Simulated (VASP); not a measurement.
The system is Te.

```
Te
1.0
     4.45400    0.00000    0.00000
    -2.22700    3.85728    0.00000
     0.00000    0.00000    5.92400
Te
3
Direct
  0.73100 0.73100 0.00000
  0.00000 0.26900 0.66667
  0.26900 0.00000 0.33333
```

Base run:

* Program: VASP 6.6.1
* Functional: PBE-based screened hybrid with 25 % exact exchange
* Potentials or basis: VASP PAW PBE potentials, release 64 (Te)
* Cutoff: 520 eV
* k mesh: 4 × 4 × 3
* Occupations: fermi-dirac, width 0.05 eV
* Spin: no spin polarisation

Its results: band gap on the k mesh 1.26 eV (least direct gap 1.47 eV); pressure -0.7 GPa; largest force 0.325 eV/Å.

Question: The run is repeated on the same cell with these changes: functional from PBE-based screened hybrid with 25 % exact exchange to r2SCAN0. What comes out?

Answer: Band gap on the k mesh 2.04 eV (least direct gap 2.22 eV); pressure -0.9 GPa; largest force 0.529 eV/Å.

Caveats: the PAW data sets were made with another functional, which shifts forces and pressure a little; spin-orbit coupling is left out, which moves the levels of the heavy elements; an odd mesh through Γ misses points on the zone boundary, where band edges can lie.
